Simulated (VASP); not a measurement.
# Cu (I4/mmm) in VASP: notebook

Cu is run at these levels: PBEsol; tasks: single point.

All numbers are computed with VASP 6.6.1; they aren't measurements. Logs are shortened: lines on timing, memory, paths and dates and some standing lists are left out, and cuts for length are marked.

## Step 1: The cell of the first run

Symmetry: I4/mmm, No. 139, tetragonal system. The conventional cell has a = 2.806 Å, b = 2.806 Å, c = 2.677 Å, α = 90.00°, β = 90.00°, γ = 90.00°. Within 3.2 Å of Cu (site symmetry 4/mmm) lie 14 Cu at 2.39 to 2.81 Å.

## Step 2: Single point, PBEsol

The input, INCAR:

```
SYSTEM = Cu
ALGO     = Normal         ! electronic algorithm
EDIFF    = 1E-7           ! SCF threshold, eV
ENCUT    = 520            ! plane-wave cutoff, eV
GGA      = PS             ! functional
ISIF     = 2              ! what is computed and relaxed
ISMEAR   = -1             ! smearing method
LASPH    = .True.         ! aspherical terms in the spheres
LCHARG   = .True.         ! write CHGCAR
LELF     = .True.         ! ELF
LREAL    = .False.        ! projectors in reciprocal space
LVHAR    = .True.       
LWAVE    = .False.        ! write WAVECAR
NBANDS   = 12             ! bands
NELM     = 60             ! most SCF steps
PREC     = Accurate       ! precision mode
SIGMA    = 0.1            ! smearing width, eV
```

The input, KPOINTS:

```
k-points
0
Gamma
  14 14 14
  0 0 0
```

The input, POSCAR:

```
Cu
1.0
   -1.4032446616      1.4032446616      1.3383614422
    1.4032446616     -1.4032446616      1.3383614422
    1.4032446616      1.4032446616     -1.3383614422
Cu
1
Direct
    0.0000000000      0.0000000000      0.0000000000
```

Potentials or basis: VASP PAW PBE potentials, release 64 (Cu).

Run with:

```sh
> cat potpaw_PBE.64/Cu/POTCAR > POTCAR
> mpirun -np 1 vasp_std > vasp.out
```

OUTCAR:

```text
SYSTEM = Cu
   EDIFF = 1E-7
   ENCUT = 520
   GGA = PS
   ISIF = 2
   ISMEAR = -1
   LASPH = .True.
   LREAL = .False.
   NELM = 60
   PREC = Accurate

 ion  position               nearest neighbor table
   1  0.000  0.000  0.000-

  LATTYP: Found a body centered tetragonal cell.
 ALAT       =     2.8064893232
 C/A-ratio  =     0.9537620052

  Lattice vectors:

 A1 = (  -1.4032446616,   1.4032446616,   1.3383614422)
 A2 = (   1.4032446616,  -1.4032446616,   1.3383614422)
 A3 = (   1.4032446616,   1.4032446616,  -1.3383614422)

Analysis of symmetry for initial positions (statically):
=====================================================================
 Subroutine PRICEL returns:
 Original cell was already a primitive cell.

 Routine SETGRP: Setting up the symmetry group for a
 body centered tetragonal supercell.

 Subroutine GETGRP returns: Found 16 space group operations
 (whereof 16 operations were pure point group operations)
 out of a pool of 16 trial point group operations.

The static configuration has the point symmetry D_4h.

Analysis of symmetry for dynamics (positions and initial velocities):
=====================================================================
 Subroutine PRICEL returns:
 Original cell was already a primitive cell.

 Routine SETGRP: Setting up the symmetry group for a
 body centered tetragonal supercell.

 Subroutine GETGRP returns: Found 16 space group operations
 (whereof 16 operations were pure point group operations)
 out of a pool of 16 trial point group operations.

The dynamic configuration has the point symmetry D_4h.

 Subroutine INISYM returns: Found 16 space group operations
 (whereof 16 operations are pure point group operations),
 and found     1 'primitive' translations

----------------------------------------------------------------------------------------

                                     Primitive cell

  volume of cell :      10.5414

  direct lattice vectors                    reciprocal lattice vectors
    -1.403244662  1.403244662  1.338361442     0.000000000  0.356317051  0.373591157
     1.403244662 -1.403244662  1.338361442     0.356317051  0.000000000  0.373591157
     1.403244662  1.403244662 -1.338361442     0.356317051  0.356317051  0.000000000

  length of vectors
     2.393617035  2.393617035  2.393617035     0.516267560  0.516267560  0.503908406

  position of ions in fractional coordinates (direct lattice)
     0.000000000  0.000000000  0.000000000

  ion indices of the primitive-cell ions
   primitive index   ion index
                 1           1
[... 75 lines left out ...]
   NSW    =      0    number of steps for IOM
   IBRION =     -1    ionic relax: 0-MD 1-quasi-New 2-CG
   NFREE  =      0    steps in history (QN), initial steepest desc. (CG)
   ISIF   =      2    stress and relaxation
   ISYM   =      2    0-nonsym 1-usesym 2-fastsym
   POTIM  = 0.5000    time-step for ionic-motion
   TEBEG  =    0.0;   TEEND  =   0.0 temperature during run
   PSTRESS=    0.0 pullay stress
   NELECT =      11.0000    total number of electrons
   NUPDOWN=      -1.0000    fix difference up-down
   EMIN   =  10.00;   EMAX   =-10.00  energy-range for DOS
   EFERMI =   0.00;   METHOD = LEGACY
   ISMEAR =    -1;   SIGMA  =   0.10  broadening in eV -4-tet -1-fermi 0-gaus
   EFERMI_NEDOS =   21; number of points for ismear=-14 and -15
   IALGO  =     38    algorithm
   IMIX   =      4    mixing-type and parameters
     AMIX     =   0.40;   BMIX     =  1.00
     AMIX_MAG =   1.60;   BMIX_MAG =  1.00
  volume/ion in A,a.u.               =      10.54        71.14
  Fermi-wavevector in a.u.,A,eV,Ry     =   1.660500  3.137891 37.514822  2.757262
  Thomas-Fermi vector in A             =   2.747726
   LORBIT       =      0    0 simple, 1 ext, 2 COOP (PROOUT), +10 PAW based schemes
   GGA     = PS    functional components
   LHFCALC =     F    Hartree Fock is set to
   AEXX    =    0.0000 exact exchange contribution
   IVDW    =     0    specifies the selected vdW correction
   LEPSILON=     F    determine dielectric tensor
   LRPA    =     F    only Hartree local field effects (RPA)
 non-spin polarized calculation
  energy-cutoff  :      520.00
  volume of cell :       10.54
 maximum number of plane-waves:       301
 NGX is ok and might be reduce to    18
   NGX =  9   NGY =  9   NGZ =  9

 number of electron      11.0000003 magnetization

 Free energy of the ion-electron system (eV)
  ---------------------------------------------------
  ext. energy  EPLUGINS =         0.00000000
  ---------------------------------------------------
  free energy    TOTEN  =        -4.23151627 eV

  energy without entropy =       -4.21861846  energy(sigma->0) =       -4.22506736

 E-fermi :   8.9237     XC(G=0): -13.5876

 val. band max:        8.9167946839   @ k =   0.5000   0.2857   0.0714
 cond. band min:       8.9249091092   @ k =   0.5000   0.3571   0.0000
 fundamental gap:      0.0081144253
 Fermi energy:         8.9236621555

 k-point     1 :       0.0000    0.0000    0.0000
  band No.  band energies     occupation
      1      -1.3953      2.00000
      2       5.2550      2.00000
      3       5.4766      2.00000
      4       5.4766      2.00000
      5       6.4686      2.00000
      6       6.7095      2.00000
      7      34.5650      0.00000
      8      34.5650      0.00000
      9      35.8445      0.00000
     10      39.1435      0.00000
     11      39.7672      0.00000
     12      39.7687      0.00000
[... 331 lines left out ...]
 k-point    24 :       0.2857    0.1429   -0.0000
  band No.  band energies     occupation
      1       3.1214      2.00000
      2       4.6621      2.00000
      3       5.2814      2.00000
      4       6.4443      2.00000
      5       6.9071      2.00000
      6       7.8975      1.99993
      7      18.6415      0.00000
      8      23.4037      0.00000
      9      27.8023      0.00000
     10      33.9688      0.00000
     11      38.5834      0.00000
     12      40.3414      0.00000

 [... further k-points ...]
[... 5 lines left out ...]
  --------------------------------------------------------------------------------------
  -------------------------------------------------------------------------------------
  Total        1.0385851      1.0385851      1.0221936      0.0000000      0.0000000      0.0000000
  in kB      157.8528665    157.8528665    155.3615401      0.0000000      0.0000000      0.0000000
  external PRESSURE =     157.0224243 kB  Pullay stress =       0.0000000 kB

 VOLUME and BASIS-vectors are now :
 -----------------------------------------------------------------------------
  energy-cutoff  :      520.00
  volume of cell :       10.54
      direct lattice vectors                 reciprocal lattice vectors
    -1.403244662  1.403244662  1.338361442     0.000000000  0.356317051  0.373591157
     1.403244662 -1.403244662  1.338361442     0.356317051  0.000000000  0.373591157
     1.403244662  1.403244662 -1.338361442     0.356317051  0.356317051  0.000000000

 POSITION                                       TOTAL-FORCE (eV/Angst)
 -----------------------------------------------------------------------------------
      0.00000      0.00000      0.00000         0.000000      0.000000     -0.000000
 -----------------------------------------------------------------------------------
    total drift:                                0.000000      0.000000      0.000000

  FREE ENERGIE OF THE ION-ELECTRON SYSTEM (eV)
  ---------------------------------------------------
  free  energy   TOTEN  =        -4.2315162652 eV

  energy  without entropy=       -4.2186184641  energy(sigma->0) =       -4.22506736
```

It took 54 s on 1 thread of Intel Xeon 8259CL, shared host; peak memory 0.14 GiB.

What came out:

```
Free energy : -4.2315 eV
Pressure    : 15.7 GPa
```

Caveat: the PAW data sets were made with another functional, which shifts forces and pressure a little.

## Step 3: Single point, PBEsol

This run uses another cell than the first one, of 11.00 Å³/atom, 1.043 times its volume.

The input, INCAR:

```
SYSTEM = Cu
PREC = Accurate
ENCUT = 520
EDIFF = 1E-7
ISMEAR = -1
SIGMA = 0.1
LREAL = .FALSE.
LASPH = .TRUE.
NELM = 100
ALGO = Normal
ISIF = 2
LWAVE = .FALSE.
LCHARG = .FALSE.
GGA = PS
NBANDS = 12
```

The input, KPOINTS:

```
Automatic mesh
0
G
  14 14 14
  0 0 0
```

The input, POSCAR:

```
Cu
1.0
   -1.4232937226      1.4232937226      1.3574834749
    1.4232937226     -1.4232937226      1.3574834749
    1.4232937226      1.4232937226     -1.3574834749
Cu
1
Direct
    0.0000000000      0.0000000000      0.0000000000
```

Potentials or basis: VASP PAW PBE potentials, release 64 (Cu).

Run with:

```sh
> cat potpaw_PBE.64/Cu/POTCAR > POTCAR
> mpirun -np 1 vasp_std > vasp.out
```

It took 56 s on 1 thread of Intel Xeon 8259CL, shared host; peak memory 0.14 GiB.

Results (log left out):

| Item | Value |
| --- | --- |
| Free energy | -4.2631 eV |
| Pressure | 6.5 GPa |

Stress tensor (GPa, compression positive):
```
6.63 0.00 0.00
0.00 6.63 0.00
0.00 0.00 6.28
```

Levels at points of the mesh, in eV from the Fermi level:
| k point | band 4 | band 5 | band 6 | band 7 | band 8 | band 9 |
| --- | --- | --- | --- | --- | --- | --- |
| (0.00, 0.00, 0.00) | -3.29 | -2.35 | -2.13 | 25.24 | 25.24 | 26.50 |
| (0.50, 0.00, 0.00) | -2.02 | -1.41 | -0.69 | 4.90 | 17.65 | 17.92 |
| (0.50, 0.50, 0.00) | -2.16 | -1.44 | -1.07 | 4.36 | 18.91 | 19.39 |
| (0.50, 0.50, 0.50) | -1.62 | -1.57 | 7.84 | 7.84 | 9.74 | 13.63 |

Caveat: the PAW data sets were made with another functional, which shifts forces and pressure a little.
